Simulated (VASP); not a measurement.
# ScAl3 (Pmmm) in VASP: single point with r2SCAN

Aim: the single point of ScAl3 with r2SCAN.

Everything below comes from runs of VASP 6.6.1. Logs are shortened: lines on timing, memory, paths and dates and some standing lists are left out, and cuts for length are marked.

## Step 1: The cell of the first run

It takes space group Pmmm (No. 47, orthorhombic). Conventional cell: a = 3.922 Å, b = 4.086 Å, c = 4.249 Å, α = 90.00°, β = 90.00°, γ = 90.00°. Within 3.7 Å of Sc (site symmetry mmm) lie 12 Al at 2.83 to 2.95 Å. Within 3.7 Å of Al (site symmetry mmm) lie 4 Sc at 2.83 Å and 8 Al at 2.89 to 2.95 Å. Within 3.7 Å of Al (site symmetry mmm) lie 8 Al at 2.83 to 2.89 Å and 4 Sc at 2.95 Å. Al (site symmetry mmm) has 8 Al at 2.83 to 2.95 Å and 4 Sc at 2.89 Å within 3.7 Å.

## Step 2: Single point, r2SCAN (strain -0.0400 x Voigt [1, -1, 0, 0, 0, 0])

Input file POSCAR:

```
ScAl3
1.0
    3.9221151059      0.0000000000      0.0000000000
    0.0000000000      4.2489580313      0.0000000000
    0.0000000000      0.0000000000      4.0855365686
Sc Al
1 3
Direct
    0.0000000000      0.0000000000      0.0000000000
    0.5000000000      0.0000000000      0.5000000000
    0.0000000000      0.5000000000      0.5000000000
    0.5000000000      0.5000000000      0.0000000000
```

Input file INCAR.step1:

```
SYSTEM = ScAl3
  PREC = Accurate
  ENCUT = 520
  ISMEAR = 0
  SIGMA = 0.15
  LREAL = .False.
  LASPH = .True.
  NELM = 60
  NBANDS = 18
  GGA = PE
  ALGO = Normal
  EDIFF = 1E-4
  LWAVE = .True.
  LCHARG = .False.
```

Input file INCAR.step2:

```
SYSTEM = ScAl3
  PREC = Accurate
  ENCUT = 520
  EDIFF = 1E-6
  ISMEAR = 0
  SIGMA = 0.15
  LREAL = .False.
  LASPH = .True.
  NELM = 60
  ALGO = Normal
  ISIF = 2
  LWAVE = .False.
  LCHARG = .True.
  METAGGA = R2SCAN
  LMIXTAU = .True.
  LELF = .True.
  LVHAR = .True.
  NBANDS = 18
  ISTART = 1
```

Input file KPOINTS:

```
Automatic mesh
0
Gamma
  12 12 12
  0 0 0
```

Potentials or basis: VASP PAW PBE potentials, release 64 (Sc_sv, Al).

The run is started by

```console
$ cat potpaw_PBE.64/Sc_sv/POTCAR potpaw_PBE.64/Al/POTCAR > POTCAR
$ cp INCAR.step1 INCAR
$ mpirun -np 1 vasp_std > vasp.out
$ cp INCAR.step2 INCAR
$ mpirun -np 1 vasp_std > vasp.out
```

OUTCAR:

```text
SYSTEM = ScAl3
   PREC = Accurate
   ENCUT = 520
   EDIFF = 1E-6
   ISMEAR = 0
   LREAL = .False.
   LASPH = .True.
   NELM = 60
   ISIF = 2
   METAGGA = R2SCAN
   ISTART = 1

 ion  position               nearest neighbor table
   1  0.000  0.000  0.000-   2 2.83   2 2.83   2 2.83   2 2.83   4 2.89   4 2.89   4 2.89   4 2.89
                             3 2.95   3 2.95   3 2.95   3 2.95
   2  0.500  0.000  0.500-   1 2.83   1 2.83   1 2.83   1 2.83   3 2.89   3 2.89   3 2.89   3 2.89
                             4 2.95   4 2.95   4 2.95   4 2.95
   3  0.000  0.500  0.500-   4 2.83   4 2.83   4 2.83   4 2.83   2 2.89   2 2.89   2 2.89   2 2.89
                             1 2.95   1 2.95   1 2.95   1 2.95
   4  0.500  0.500  0.000-   3 2.83   3 2.83   3 2.83   3 2.83   1 2.89   1 2.89   1 2.89   1 2.89
                             2 2.95   2 2.95   2 2.95   2 2.95

  LATTYP: Found a simple orthorhombic cell.
 ALAT       =     3.9221151059
 B/A-ratio  =     1.0416666667
 C/A-ratio  =     1.0833333333

  Lattice vectors:

 A1 = (  -3.9221151059,   0.0000000000,   0.0000000000)
 A2 = (   0.0000000000,   0.0000000000,   4.0855365686)
 A3 = (   0.0000000000,   4.2489580313,   0.0000000000)

Analysis of symmetry for initial positions (statically):
=====================================================================
 Subroutine PRICEL returns:
 Original cell was already a primitive cell.

 Routine SETGRP: Setting up the symmetry group for a
 simple orthorhombic supercell.

 Subroutine GETGRP returns: Found  8 space group operations
 (whereof  8 operations were pure point group operations)
 out of a pool of  8 trial point group operations.

The static configuration has the point symmetry D_2h.

Analysis of symmetry for dynamics (positions and initial velocities):
=====================================================================
 Subroutine PRICEL returns:
 Original cell was already a primitive cell.

 Routine SETGRP: Setting up the symmetry group for a
 simple orthorhombic supercell.

 Subroutine GETGRP returns: Found  8 space group operations
 (whereof  8 operations were pure point group operations)
 out of a pool of  8 trial point group operations.

The dynamic configuration has the point symmetry D_2h.

 Subroutine INISYM returns: Found  8 space group operations
 (whereof  8 operations are pure point group operations),
 and found     1 'primitive' translations

----------------------------------------------------------------------------------------

                                     Primitive cell

  volume of cell :      68.0851

  direct lattice vectors                    reciprocal lattice vectors
     3.922115106  0.000000000  0.000000000     0.254964470  0.000000000  0.000000000
     0.000000000  4.248958031  0.000000000     0.000000000  0.235351819  0.000000000
     0.000000000  0.000000000  4.085536569     0.000000000  0.000000000  0.244765891

  length of vectors
     3.922115106  4.248958031  4.085536569     0.254964470  0.235351819  0.244765891

  position of ions in fractional coordinates (direct lattice)
     0.000000000  0.000000000  0.000000000
     0.500000000  0.000000000  0.500000000
     0.000000000  0.500000000  0.500000000
     0.500000000  0.500000000  0.000000000

  ion indices of the primitive-cell ions
   primitive index   ion index
                 1           1
                 2           2
                 3           3
                 4           4

----------------------------------------------------------------------------------------

 KPOINTS: Automatic mesh

Automatic generation of k-mesh.
 Grid dimensions read from file:
 generate k-points for:   12   12   12

 Generating k-lattice:

  Cartesian coordinates                     Fractional coordinates (reciprocal lattice)
     0.021247039  0.000000000  0.000000000     0.083333333  0.000000000  0.000000000
     0.000000000  0.019612652  0.000000000     0.000000000  0.083333333  0.000000000
     0.000000000  0.000000000  0.020397158     0.000000000  0.000000000  0.083333333

  Length of vectors
     0.021247039  0.019612652  0.020397158

  Shift w.r.t. Gamma in fractional coordinates (k-lattice)
     0.000000000  0.000000000  0.000000000

 Subroutine IBZKPT returns following result:
 ===========================================

 Found    343 irreducible k-points:

 Following reciprocal coordinates:
            Coordinates               Weight
  0.000000  0.000000  0.000000      1.000000
  0.083333  0.000000  0.000000      2.000000
  0.166667  0.000000  0.000000      2.000000
  0.250000  0.000000  0.000000      2.000000
  0.333333  0.000000  0.000000      2.000000
  0.416667  0.000000  0.000000      2.000000
[... 16 lines left out ...]
  0.083333  0.250000  0.000000      4.000000
  0.166667  0.250000  0.000000      4.000000
 [... further k-points ...]
   k-points           NKPTS =    343   k-points in BZ     NKDIM =    343   number of bands    NBANDS=     18
   number of dos      NEDOS =    301   number of ions     NIONS =      4
   total plane-waves  NPLWV =  28800
   dimension x,y,z NGX =    30 NGY =   32 NGZ =   30
   dimension x,y,z NGXF=    60 NGYF=   64 NGZF=   60
   ions per type =               1   3
   NGX,Y,Z   is equivalent  to a cutoff of  12.72, 12.52, 12.21 a.u.
   NGXF,Y,Z  is equivalent  to a cutoff of  25.43, 25.04, 24.41 a.u.
 SYSTEM =  ScAl3
   PREC   = accura    normal or accurate (medium, high low for compatibility)
   ISTART =      1    job   : 0-new  1-cont  2-samecut
   ICHARG =      0    charge: 1-file 2-atom 10-const
   ISPIN  =      1    spin polarized calculation?
   LNONCOLLINEAR =      F non collinear calculations
   LSORBIT =      F    spin-orbit coupling
   LASPH  =      T    aspherical Exc in radial PAW
   ENCUT  =  520.0 eV  38.22 Ry    6.18 a.u.   7.29  7.90  7.60*2*pi/ulx,y,z
   NELM   =     60;   NELMIN=  2; NELMDL=  0     # of ELM steps
   EDIFF  = 0.1E-05   stopping-criterion for ELM
   LREAL  =      F    real-space projection
   EDIFFG = 0.1E-04   stopping-criterion for IOM
   NSW    =      0    number of steps for IOM
   IBRION =     -1    ionic relax: 0-MD 1-quasi-New 2-CG
   NFREE  =      0    steps in history (QN), initial steepest desc. (CG)
   ISIF   =      2    stress and relaxation
   ISYM   =      2    0-nonsym 1-usesym 2-fastsym
   POTIM  = 0.5000    time-step for ionic-motion
   TEBEG  =    0.0;   TEEND  =   0.0 temperature during run
   PSTRESS=    0.0 pullay stress
   NELECT =      20.0000    total number of electrons
   NUPDOWN=      -1.0000    fix difference up-down
   EMIN   =  10.00;   EMAX   =-10.00  energy-range for DOS
   EFERMI =   0.00;   METHOD = LEGACY
   ISMEAR =     0;   SIGMA  =   0.15  broadening in eV -4-tet -1-fermi 0-gaus
   EFERMI_NEDOS =   21; number of points for ismear=-14 and -15
   IALGO  =     38    algorithm
   IMIX   =      4    mixing-type and parameters
     AMIX     =   0.40;   BMIX     =  1.00
     AMIX_MAG =   1.60;   BMIX_MAG =  1.00
  volume/ion in A,a.u.               =      17.02       114.87
  Fermi-wavevector in a.u.,A,eV,Ry     =   1.088264  2.056520 16.113627  1.184318
  Thomas-Fermi vector in A             =   2.224442
   LORBIT       =      0    0 simple, 1 ext, 2 COOP (PROOUT), +10 PAW based schemes
   METAGGA = R2SCAN    functional components
   LHFCALC =     F    Hartree Fock is set to
   AEXX    =    0.0000 exact exchange contribution
   IVDW    =     0    specifies the selected vdW correction
   LEPSILON=     F    determine dielectric tensor
   LRPA    =     F    only Hartree local field effects (RPA)
 non-spin polarized calculation
 Gauss-broadening in eV      SIGMA  =   0.15
  energy-cutoff  :      520.00
  volume of cell :       68.09
 maximum number of plane-waves:      1856
 NGX is ok and might be reduce to    30
   NGX = 15   NGY = 15   NGZ = 15

 number of electron      20.0000000 magnetization

 Free energy of the ion-electron system (eV)
  ---------------------------------------------------
  ext. energy  EPLUGINS =         0.00000000
  ---------------------------------------------------
  free energy    TOTEN  =       -33.41044830 eV

  energy without entropy =      -33.39457749  energy(sigma->0) =      -33.40251289

 E-fermi :   7.3359     XC(G=0): -11.1390

 val. band max:        7.3303379140   @ k =   0.4167   0.1667   0.3333
 cond. band min:       7.3410162351   @ k =   0.2500   0.0833   0.0000
 fundamental gap:      0.0106783211
 Fermi energy:         7.3359178200

 k-point     1 :       0.0000    0.0000    0.0000
  band No.  band energies     occupation
      1     -43.7331      2.00000
      2     -21.4973      2.00000
      3     -21.4749      2.00000
      4     -21.4452      2.00000
      5      -3.3265      2.00000
      6       4.2226      2.00000
[... 10 lines left out ...]
     17      12.7962      0.00000
     18      12.8191      0.00000

 k-point     2 :       0.0833    0.0000    0.0000
  band No.  band energies     occupation
      1     -43.7329      2.00000
      2     -21.4970      2.00000
      3     -21.4746      2.00000
      4     -21.4487      2.00000
      5      -3.2525      2.00000
      6       4.2020      2.00000
[... 10 lines left out ...]
     17      12.9232      0.00000
     18      12.9717      0.00000

 k-point     3 :       0.1667    0.0000    0.0000
  band No.  band energies     occupation
      1     -43.7325      2.00000
      2     -21.4961      2.00000
      3     -21.4738      2.00000
      4     -21.4583      2.00000
      5      -3.0319      2.00000
      6       3.3324      2.00000
[... 10 lines left out ...]
     17      13.2281      0.00000
     18      13.2706      0.00000

 k-point     4 :       0.2500    0.0000    0.0000
  band No.  band energies     occupation
      1     -43.7319      2.00000
      2     -21.4950      2.00000
      3     -21.4726      2.00000
      4     -21.4713      2.00000
      5      -2.6693      2.00000
      6       2.2442      2.00000
[... 375 lines left out ...]
      4     -21.4444      2.00000
      5      -2.7731      2.00000
      6       1.5378      2.00000
[... 10 lines left out ...]
     17      12.6418      0.00000
     18      12.9347      0.00000

 k-point    23 :       0.0833    0.2500    0.0000
  band No.  band energies     occupation
      1     -43.7325      2.00000
      2     -21.5093      2.00000
      3     -21.4737      2.00000
      4     -21.4478      2.00000
      5      -2.7017      2.00000
      6       1.5990      2.00000
[... 10 lines left out ...]
     17      12.3801      0.00000
     18      12.9339      0.00000

 k-point    24 :       0.1667    0.2500    0.0000
  band No.  band energies     occupation
      1     -43.7321      2.00000
      2     -21.5083      2.00000
      3     -21.4729      2.00000
      4     -21.4572      2.00000
      5      -2.4889      2.00000
      6       1.7800      2.00000
[... 10 lines left out ...]
     17      12.3477      0.00000
     18      12.9134      0.00000

 [... further k-points ...]

------------------------ aborting loop because EDIFF is reached ----------------------------------------

  FORCE on cell =-STRESS in cart. coord.  units (eV):
  Direction    XX          YY          ZZ          XY          YZ          ZX
  --------------------------------------------------------------------------------------
  -------------------------------------------------------------------------------------
  Total        2.7364355     -2.4759257      0.3720980      0.0000000      0.0000000      0.0000000
  in kB       64.3937801    -58.2634653      8.7562078      0.0000000      0.0000000      0.0000000
  external PRESSURE =       4.9621742 kB  Pullay stress =       0.0000000 kB

 VOLUME and BASIS-vectors are now :
 -----------------------------------------------------------------------------
  energy-cutoff  :      520.00
  volume of cell :       68.09
      direct lattice vectors                 reciprocal lattice vectors
     3.922115106  0.000000000  0.000000000     0.254964470  0.000000000  0.000000000
     0.000000000  4.248958031  0.000000000     0.000000000  0.235351819  0.000000000
     0.000000000  0.000000000  4.085536569     0.000000000  0.000000000  0.244765891

 POSITION                                       TOTAL-FORCE (eV/Angst)
 -----------------------------------------------------------------------------------
      0.00000      0.00000      0.00000         0.000000      0.000000      0.000000
      1.96106      0.00000      2.04277         0.000000      0.000000      0.000000
      0.00000      2.12448      2.04277         0.000000      0.000000      0.000000
      1.96106      2.12448      0.00000         0.000000      0.000000      0.000000
 -----------------------------------------------------------------------------------
    total drift:                                0.000000     -0.000000      0.000000

  FREE ENERGIE OF THE ION-ELECTRON SYSTEM (eV)
  ---------------------------------------------------
  free  energy   TOTEN  =       -33.4104482976 eV

  energy  without entropy=      -33.3945774859  energy(sigma->0) =      -33.40251289
```

Run time: 17 min. Hardware: 1 thread of Intel Xeon Platinum 8375C at 2.90GHz (Ice Lake), shared host; peak memory 0.48 GiB.

Results:

* Free energy: -33.4104 eV
* Pressure: 0.5 GPa
* Band gap on the k mesh: zero (bands 10 and 11 overlap by 4.01 eV)

Caveat: the cell differs from its parent crystal (strain -0.0400 x Voigt [1, -1, 0, 0, 0, 0]); the PAW data sets were made with another functional, which shifts forces and pressure a little.
